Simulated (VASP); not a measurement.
# H9C36F2 in VASP: a series of runs, part 2 of 2

VASP 6.6.1. Earlier steps stand in the parts before.

## 3. Single point, PBEsol, collinear spin

Input file INCAR:

```
SYSTEM = H9C36F2
ALGO     = Normal         ! electronic algorithm
EDIFF    = 1E-7           ! SCF threshold, eV
ENCUT    = 520            ! plane-wave cutoff, eV
GGA      = PS             ! functional
ISIF     = 2              ! what is computed and relaxed
ISMEAR   = -1             ! smearing method
ISPIN    = 2              ! spin polarisation
LASPH    = .TRUE.         ! aspherical terms in the spheres
LCHARG   = .FALSE.        ! write CHGCAR
LORBIT   = 11             ! projections on sites
LREAL    = Auto         
LUSENCCL = .FALSE.      
LWAVE    = .FALSE.        ! write WAVECAR
MAGMOM   = 0 0 0 0 0 0 0 0 0 0 0 0 0 0 0 0 0 0 0 0 0 0 0 0 0 0 0 0 0 0 0 0 0 0 0 0 0 0 0 0 0 0 0 0 0 1 0 ! initial moments
NBANDS   = 116            ! bands
NELM     = 150            ! most SCF steps
PREC     = Accurate       ! precision mode
SIGMA    = 0.02           ! smearing width, eV
```

Input file KPOINTS:

```
k-points
0
G
  2 2 1
  0 0 0
```

Input file POSCAR:

```
H9C36F2
1.0
    7.5731140000      0.0000000000      0.0000000000
    3.7865570000      6.5585090000      0.0000000000
    0.0000000000      0.0000000000     16.6764260000
H C F
9 36 2
Direct
    0.1111147742      0.1111075703      0.0599648870
    0.4444518928      0.1111075703      0.0599648870
    0.7777758069      0.1111075703      0.0599648870
    0.1111143543      0.4444455287      0.0599648870
    0.4444382683      0.4444455287      0.0599648870
    0.7777753870      0.4444455287      0.0599648870
    0.1111139344      0.7777834871      0.0599648870
    0.4444378485      0.7777834871      0.0599648870
    0.7777749671      0.7777834871      0.0599648870
    0.1111147742      0.1111075703      0.1259262626
    0.4444518928      0.1111075703      0.1259262626
    0.7777758069      0.1111075703      0.1259262626
    0.1111143543      0.4444455287      0.1259262626
    0.4444382683      0.4444455287      0.1259262626
    0.7777753870      0.4444455287      0.1259262626
    0.1111139344      0.7777834871      0.1259262626
    0.4444378485      0.7777834871      0.1259262626
    0.7777749671      0.7777834871      0.1259262626
   -0.1111075703      0.2222151407      0.1568261689
    0.2222295483      0.2222151407      0.1568261689
    0.5555534624      0.2222151407      0.1568261689
   -0.1111079902      0.5555530990      0.1568261689
    0.2222291285      0.5555530990      0.1568261689
    0.5555530425      0.5555530990      0.1568261689
   -0.1111084100      0.8888910574      0.1568261689
    0.2222155040      0.8888910574      0.1568261689
    0.5555526227      0.8888910574      0.1568261689
   -0.1113705678      0.2220016775      0.2540172577
    0.2227721786      0.2216052459      0.2534655807
    0.5558603058      0.2219711828      0.2531957387
   -0.1120946903      0.5566814043      0.2539692857
    0.2222420397      0.5563459622      0.2531957387
    0.5552352912      0.5564526937      0.2535135526
   -0.1111551002      0.8887995732      0.2535855105
    0.2227769198      0.8882964101      0.2536274859
    0.5557935897      0.8882506679      0.2534415947
    0.0004797447     -0.0008538526      0.2765760481
    0.3339353042     -0.0011435526      0.2769658199
    0.6668612912     -0.0004269263      0.2766839849
   -0.0000360948      0.3336734005      0.2762042658
    0.3336590436      0.3337496373      0.2771157321
    0.6660108503      0.3338716162      0.2765220797
   -0.0000798133      0.6673620483      0.2768398936
    0.3333493369      0.6670723483      0.2768099112
    0.6659667311      0.6672705641      0.2766300165
    0.1499781277      0.3563919787      0.4288928575
    0.3664048576      0.3381103845      0.4368082226
```

Potentials or basis: VASP PAW PBE potentials, release 64 (H, C, F).

On the command line:

```
> cat potpaw_PBE.64/H/POTCAR potpaw_PBE.64/C/POTCAR potpaw_PBE.64/F/POTCAR > POTCAR
> mpirun -np 1 vasp_std > vasp.out
```

Wall time 8.5 min (1 × NVIDIA H100 80GB with 1 thread of AMD EPYC 7R13 (Zen 3), shared host); peak memory 2.1 GiB.

It converged, with:

| Property | Result |
| --- | --- |
| Free energy | -364.7633 eV |
| Largest force | 2.242 eV/Å |
| Net moment | 2.23 μB per cell |
| Site moments | H -0.00, +0.00 (each value once); C -0.00, +0.01, -0.01, +0.00, +0.03, +0.04, -0.03, -0.02, -0.40, +0.42, +0.43, +0.38, +0.41, -0.42, -0.41 (each value once); F +0.24, +0.25 μB |
| Valence electrons inside the program's atomic spheres | H 0.68; C 2.58, 2.51, 2.52, 2.55, 2.56, 2.50, 2.49, 2.48, 2.46 (each value once); F 5.89 |

Forces on the atoms (eV/Å):
```
H    0.013  0.012 -0.319
H   -0.005  0.005 -0.293
H   -0.004  0.009 -0.328
H   -0.003 -0.001 -0.284
H   -0.006 -0.001 -0.299
H    0.000 -0.006 -0.331
H    0.007 -0.009 -0.325
H    0.006 -0.007 -0.346
H   -0.002 -0.006 -0.342
C   -0.074 -0.055  1.862
C    0.013 -0.011  1.795
C    0.055 -0.054  1.833
C    0.002  0.022  1.829
C    0.004 -0.013  1.774
C   -0.014  0.002  1.814
C   -0.015  0.095  1.826
C    0.003  0.015  1.741
C    0.000  0.007  1.774
C    0.014 -0.020 -1.210
C    0.186  0.098 -1.357
C   -0.160  0.075 -1.420
C   -0.057  0.048 -1.205
C    0.009 -0.140 -1.357
C    0.002 -0.009 -1.226
C    0.016  0.004 -1.235
C    0.118 -0.018 -1.221
C   -0.011 -0.072 -1.247
C    0.105  0.052  0.644
C    0.159  0.249  1.477
C   -0.213  0.138  1.314
C    0.189 -0.231  0.676
C   -0.105 -0.334  1.416
C   -0.062 -0.188  0.669
C    0.059  0.035  0.624
C   -0.087  0.142  0.665
C    0.026  0.192  0.712
C    0.015  0.062 -0.841
C    0.013  0.247 -1.068
C   -0.002  0.029 -0.897
C   -0.056 -0.041 -0.919
C   -0.069 -0.068 -2.240
C    0.174 -0.099 -0.906
C   -0.168 -0.102 -0.968
C   -0.017  0.036 -0.941
C    0.007 -0.092 -0.822
F   -1.827  0.140 -0.393
F    1.760 -0.135 -0.106
```

Levels at points of the mesh, in eV from the Fermi level:
Spin up:
```tsv
k point	band 81	band 82	band 83	band 84	band 85	band 86	band 87	band 88
(0.00, 0.00, 0.00)	-0.83	-0.79	-0.77	-0.72	-0.03	-0.02	0.64	0.82
(0.50, 0.00, 0.00)	-0.98	-0.82	-0.55	-0.46	0.02	0.19	0.90	0.94
(0.50, 0.50, 0.00)	-0.99	-0.75	-0.59	-0.49	0.04	0.17	0.90	0.92
(0.00, 0.50, 0.00)	-1.01	-0.74	-0.59	-0.47	0.01	0.18	0.89	0.93
```
Spin down:
```csv
k point,band 79,band 80,band 81,band 82,band 83,band 84,band 85,band 86
"(0.00, 0.00, 0.00)",-1.59,-1.09,-0.74,-0.72,-0.08,0.57,0.65,0.82
"(0.50, 0.00, 0.00)",-1.72,-0.98,-0.75,-0.44,0.01,0.71,0.89,0.92
"(0.50, 0.50, 0.00)",-1.72,-0.97,-0.66,-0.57,0.04,0.73,0.89,0.94
"(0.00, 0.50, 0.00)",-1.72,-0.97,-0.67,-0.56,0.05,0.74,0.91,0.94
```

Caveat: the k points lie up to 0.48 Å⁻¹ apart; a moment this small can come from the mesh or the smearing; there is no dipole correction, which matters where the two faces differ; the PAW data sets were made with another functional, which shifts forces and pressure a little.

## 4. Single point, PBEsol, collinear spin

Input file INCAR:

```
PREC = Accurate
ENCUT = 520
EDIFF = 1E-7
ISMEAR = -1
SIGMA = 0.02
LREAL = Auto
LASPH = T
NELM = 150
ALGO = Normal
ISIF = 2
LWAVE = F
LCHARG = F
ISPIN = 2
MAGMOM = 0 0 0 0 0 0 0 0 0 0 0 0 0 0 0 0 0 0 0 0 0 0 0 0 0 0 0 0 0 0 0 0 0 0 0 0 0 0 0 0 0 0 0 0 0 1 0
LORBIT = 11
GGA = PS
NBANDS = 116
LUSENCCL = F
```

Input file KPOINTS:

```
Automatic mesh
0
Gamma
  2 2 1
```

Input file POSCAR:

```
H9C36F2
1.0
    7.5731140000      0.0000000000      0.0000000000
    3.7865570000      6.5585090000      0.0000000000
    0.0000000000      0.0000000000     16.6764260000
H C F
9 36 2
Direct
    0.1111147742      0.1111075703      0.0599648870
    0.4444518928      0.1111075703      0.0599648870
    0.7777758069      0.1111075703      0.0599648870
    0.1111143543      0.4444455287      0.0599648870
    0.4444382683      0.4444455287      0.0599648870
    0.7777753870      0.4444455287      0.0599648870
    0.1111139344      0.7777834871      0.0599648870
    0.4444378485      0.7777834871      0.0599648870
    0.7777749671      0.7777834871      0.0599648870
    0.1111147742      0.1111075703      0.1259262626
    0.4444518928      0.1111075703      0.1259262626
    0.7777758069      0.1111075703      0.1259262626
    0.1111143543      0.4444455287      0.1259262626
    0.4444382683      0.4444455287      0.1259262626
    0.7777753870      0.4444455287      0.1259262626
    0.1111139344      0.7777834871      0.1259262626
    0.4444378485      0.7777834871      0.1259262626
    0.7777749671      0.7777834871      0.1259262626
   -0.1111075703      0.2222151407      0.1568261689
    0.2222295483      0.2222151407      0.1568261689
    0.5555534624      0.2222151407      0.1568261689
   -0.1111079902      0.5555530990      0.1568261689
    0.2222291285      0.5555530990      0.1568261689
    0.5555530425      0.5555530990      0.1568261689
   -0.1111084100      0.8888910574      0.1568261689
    0.2222155040      0.8888910574      0.1568261689
    0.5555526227      0.8888910574      0.1568261689
   -0.1103940815      0.2210258460      0.2600017534
    0.2294457644      0.2183728039      0.2545989171
    0.5586727406      0.2223676143      0.2538193735
   -0.1106519285      0.5596851358      0.2538133770
    0.2243222002      0.5579164411      0.2582387857
    0.5543185924      0.5564374464      0.2566796986
   -0.1100361000      0.8883573995      0.2558461867
    0.2233557725      0.8872443417      0.2562479514
    0.5554467318      0.8882049258      0.2566437197
    0.0003814775     -0.0015552315      0.2759943887
    0.3340291245     -0.0021498789      0.2749749856
    0.6675939663     -0.0013112736      0.2761742834
    0.0149758916      0.3395131424      0.2805637131
    0.3538377271      0.3337191426      0.2893965410
    0.6677059270      0.3343900268      0.2773136162
   -0.0020162291      0.6712348798      0.2762582342
    0.3340926945      0.6688867851      0.2753527644
    0.6655753724      0.6667064115      0.2751488838
    0.0307166217      0.3592127418      0.3528813668
    0.4366671335      0.3324841058      0.3660676454
```

Potentials or basis: VASP PAW PBE potentials, release 64 (H, C, F).

On the command line:

```
> cat potpaw_PBE.64/H/POTCAR potpaw_PBE.64/C/POTCAR potpaw_PBE.64/F/POTCAR > POTCAR
> mpirun -np 1 vasp_std > vasp.out
```

OUTCAR:

```text
PREC = Accurate
   ENCUT = 520
   EDIFF = 1E-7
   ISMEAR = -1
   LREAL = Auto
   LASPH = T
   NELM = 150
   ISIF = 2
   ISPIN = 2
   LORBIT = 11
   GGA = PS

 ion  position               nearest neighbor table
   1  0.111  0.111  0.060-  10 1.10
   2  0.444  0.111  0.060-  11 1.10
   3  0.778  0.111  0.060-  12 1.10
   4  0.111  0.444  0.060-  13 1.10
   5  0.444  0.444  0.060-  14 1.10
   6  0.778  0.444  0.060-  15 1.10
   7  0.111  0.778  0.060-  16 1.10
[... 1125 lines left out ...]
      1.26220      0.72870      1.00000         0.058210      0.025974     -0.355258
      3.78660      0.72870      1.00000         0.012215     -0.042677     -0.366673
      6.31090      0.72870      1.00000         0.023600     -0.002995     -0.358507
      2.52440      2.91490      1.00000        -0.000524     -0.002798     -0.384833
      5.04870      2.91490      1.00000         0.005911      0.029812     -0.394498
      7.57310      2.91490      1.00000        -0.016488      0.021149     -0.398696
[... 39 lines left out ...]
      1.59280      2.35590      5.88480         0.276934      0.228339     10.459879
      4.56590      2.18060      6.10470        -2.958381      0.452533      1.568996
 -----------------------------------------------------------------------------------
    total drift:                                0.020549      0.024643     -0.114066

  FREE ENERGIE OF THE ION-ELECTRON SYSTEM (eV)
  ---------------------------------------------------
  free  energy   TOTEN  =      -369.7492969765 eV

  energy  without entropy=     -369.7307547141  energy(sigma->0) =     -369.74002585

 total charge

# of ion       s       p       d       tot
------------------------------------------
    1        0.637   0.044   0.000   0.680
    2        0.639   0.044   0.000   0.683
    3        0.638   0.044   0.000   0.681
    4        0.639   0.044   0.000   0.682
    5        0.638   0.044   0.000   0.682
    6        0.637   0.044   0.000   0.681
[... 39 lines left out ...]
   46        1.755   4.493   0.000   6.249
   47        1.752   4.324   0.000   6.076
--------------------------------------------------
tot         39.166  70.844   0.000 110.010

 magnetization (x)

# of ion       s       p       d       tot
------------------------------------------
    1        0.001  -0.000   0.000   0.001
    2        0.001   0.000   0.000   0.001
    3       -0.002   0.000   0.000  -0.001
    4        0.009   0.000   0.000   0.009
    5        0.003   0.000   0.000   0.003
    6        0.004   0.000   0.000   0.004
[... 39 lines left out ...]
   46        0.000   0.008   0.000   0.008
   47       -0.002  -0.021   0.000  -0.023
--------------------------------------------------
tot          0.127   0.937   0.000   1.063
```

Run time: 6.2 min. Hardware: 1 × NVIDIA H100 80GB with 1 thread of AMD EPYC 7R13 (Zen 3), shared host; peak memory 2.1 GiB.

What came out:

```yaml
Free_energy: -369.7493 eV
Largest_force: 10.466 eV/Å
Net_moment: 1.97 μB per cell
Site_moments: H +0.00, -0.00, +0.01 (each value once); C -0.00, +0.00, +0.01, -0.01, -0.02, -0.04, +0.04, -0.06, +0.07, +0.08, +0.05, +0.02, -0.03, +0.40, -0.39, -0.38, +0.41, +0.39 (each value once); F +0.01, -0.02 μB
Valence_electrons_inside_the_program's_atomic_spheres: H 0.68; C 2.58, 2.48, 2.51, 2.52, 2.49, 2.50, 2.54, 2.60, 2.57, 2.63, 2.42, 2.53 (each value once); F 6.25, 6.08
```

Forces in eV/Å, atoms in the order of the input:
```
H    0.058  0.026 -0.355
H    0.012 -0.043 -0.367
H    0.024 -0.003 -0.359
H   -0.001 -0.003 -0.385
H    0.006  0.030 -0.394
H   -0.016  0.021 -0.399
H    0.006 -0.042 -0.364
H    0.017 -0.013 -0.364
H   -0.021  0.021 -0.380
C   -0.114 -0.044  2.344
C   -0.020 -0.001  1.744
C    0.038  0.029  2.158
C    0.023  0.041  1.909
C   -0.012  0.018  1.928
C   -0.004 -0.046  2.146
C   -0.007 -0.020  2.226
C   -0.010  0.001  2.102
C    0.014 -0.041  1.909
C    0.139  0.174 -0.821
C    1.103  0.271 -0.459
C   -0.111  0.118 -0.781
C    0.130  0.169 -1.063
C    0.034 -0.579 -0.604
C   -0.117 -0.192 -1.286
C   -0.067 -0.030 -1.453
C   -0.019  0.004 -1.525
C    0.108  0.108 -1.342
C    0.838  0.110 -1.434
C    1.320 -0.170 -1.116
C    1.334 -1.024 -2.338
C   -0.127  0.421 -2.310
C   -0.123 -0.054 -0.638
C    0.522 -0.288 -0.409
C    0.013  0.748 -0.184
C   -0.336  0.804 -0.304
C    0.261  0.009 -0.396
C    0.501  0.419  0.011
C    0.031  0.215  0.250
C    0.095  0.401 -0.417
C   -3.497 -1.031 -5.884
C   -0.959  0.364 -2.230
C    0.807 -0.298 -0.943
C    0.450 -1.019 -0.014
C   -0.115 -0.014  0.231
C    0.470 -0.249  0.330
F    0.277  0.228 10.460
F   -2.958  0.453  1.569
```

Levels at points of the mesh, in eV from the Fermi level:
Spin up:
| k point | band 81 | band 82 | band 83 | band 84 | band 85 | band 86 | band 87 | band 88 |
| --- | --- | --- | --- | --- | --- | --- | --- | --- |
| (0.00, 0.00, 0.00) | -1.37 | -1.17 | -0.94 | -0.74 | -0.17 | 0.36 | 0.63 | 2.14 |
| (0.50, 0.00, 0.00) | -1.29 | -1.05 | -0.76 | -0.64 | 0.01 | 0.57 | 0.82 | 2.40 |
| (0.50, 0.50, 0.00) | -1.29 | -1.12 | -0.78 | -0.54 | 0.02 | 0.60 | 0.74 | 2.50 |
| (0.00, 0.50, 0.00) | -1.21 | -1.02 | -0.86 | -0.59 | 0.02 | 0.59 | 0.77 | 2.48 |
Spin down:
| k point | band 78 | band 79 | band 80 | band 81 | band 82 | band 83 | band 84 | band 85 | band 86 | band 87 |
| --- | --- | --- | --- | --- | --- | --- | --- | --- | --- | --- |
| (0.00, 0.00, 0.00) | -2.90 | -1.97 | -1.83 | -1.03 | -0.83 | -0.18 | 0.26 | 0.44 | 0.49 | 0.56 |
| (0.50, 0.00, 0.00) | -3.79 | -2.87 | -2.72 | -0.93 | -0.77 | 0.02 | 0.51 | 0.54 | 0.67 | 0.77 |
| (0.50, 0.50, 0.00) | -3.73 | -2.96 | -2.87 | -0.98 | -0.71 | 0.00 | 0.53 | 0.54 | 0.66 | 0.73 |
| (0.00, 0.50, 0.00) | -3.82 | -2.92 | -2.73 | -0.94 | -0.74 | 0.02 | 0.51 | 0.57 | 0.70 | 0.73 |

Caveat: the k points lie up to 0.48 Å⁻¹ apart; a moment this small can come from the mesh or the smearing; there is no dipole correction, which matters where the two faces differ; the PAW data sets were made with another functional, which shifts forces and pressure a little.

## 5. Overview

```tsv
cell	gap on the mesh (eV)	moment (μB)	largest force (eV/Å)
as given, atomic positions A	none	4.25	3.74
as given, atomic positions B	none	2.23	2.24
as given, atomic positions C	none	1.97	10.47
```

Alike in all rows: task single point; level PBEsol; potentials or basis VASP PAW PBE potentials, release 64 (H, C, F); spin collinear; k mesh 2 × 2 × 1; cutoff (eV) 520; smearing fermi-dirac 0.02 eV.

Caveats: all runs use coarse meshes; a moment this small can come from the mesh or the smearing; there is no dipole correction, which matters where the two faces differ; the PAW data sets were made with another functional, which shifts forces and pressure a little.

Absolute energies hang on the potentials; compare differences alone.
